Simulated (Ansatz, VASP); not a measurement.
## BN: VASP beside Ansatz

```xyz
2
Lattice="0.0000 1.8382 1.8382 1.8382 0.0000 1.8382 1.8382 1.8382 0.0000" Properties=species:S:1:pos:R:3 pbc="T T T"
B     0.0000    0.0000    0.0000
N     0.9191    0.9191    0.9191
```

Alike in both runs: task single point; functional PBEsol; k mesh 12 × 12 × 12; occupations gaussian, width 0.02 eV; no spin polarisation.

|  | VASP | Ansatz |
| --- | --- | --- |
| version | VASP 6.6.1 | Ansatz 0.2.0 |
| potentials or method | VASP PAW PBE potentials, release 64 (B, N), cutoff 600 eV | scalar-relativistic, plane waves, PAW |
| valence electrons in the cell | 8 | 8 |

|  | VASP | Ansatz | Ansatz less VASP |
| --- | --- | --- | --- |
| gap on the k mesh at the Fermi level (eV) | 4.22 | 4.23 | +0.011 |
| least direct gap on the mesh (eV) | 8.53 | 8.53 | +0.007 |
| pressure (GPa) | -20.0 | -20.2 | -0.14 |

VASP's potentials were made for PBE, not for PBEsol.
